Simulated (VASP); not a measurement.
Write the native input for VASP 6.6.1 that does the following.

```yaml
Task: electric field gradients
Functional: PBE
Potentials_or_basis: VASP PAW PBE potentials, release 64 (Na_pv, Cl)
Cutoff: 400 eV
k_mesh: 8 × 8 × 8
Occupations: fermi-dirac, width 0.02 eV
Spin: no spin polarisation
Dipole_correction: no
Further_INCAR_settings: ALGO = Normal; EDIFF = 1e-08; NBANDS = 14
```

The structure of NaCl lies in POSCAR:

```
NaCl
1.0
    2.8883186734      0.0000000000      0.0000000000
    0.0000000000      2.8883186734      0.0000000000
    0.0000000000      0.0000000000      2.8883186734
Na Cl
1 1
Direct
    0.0000000000      0.0000000000      0.0000000000
    0.5000000000      0.5000000000      0.5000000000
```

This cell differs from its parent crystal: volume scaled by 1.03.

These files were run (other wordings do the same):

INCAR

```
  PREC = Accurate
  ENCUT = 400
  EDIFF = 1E-8
  ISMEAR = -1
  SIGMA = 0.02
  LREAL = F
  LASPH = T
  NELM = 120
  ALGO = Normal
  ISIF = 2
  LWAVE = F
  LCHARG = F
  GGA = PE
  LEFG = T
  NBANDS = 14
  GGA_COMPAT = F
```

KPOINTS

```
regular mesh
0
Gamma
  8 8 8
```

Potentials or basis: VASP PAW PBE potentials, release 64 (Na_pv, Cl).

Command:

```console
$ cat potpaw_PBE.64/Na_pv/POTCAR potpaw_PBE.64/Cl/POTCAR > POTCAR
$ mpirun -np 1 vasp_std > vasp.out
```

It gave:

```yaml
Pressure: 57.6 GPa
Band_gap_on_the_k_mesh: 4.53 eV, direct
```

Caveat: without QUAD_EFG the Cq values of the log hold for a quadrupole moment of 1 mb, not for the nuclei.

Run time: 7 s on 1 thread of Intel(R) Xeon(R) 6975P-C (Granite Rapids), on a shared host, peak memory 0.12 GiB.
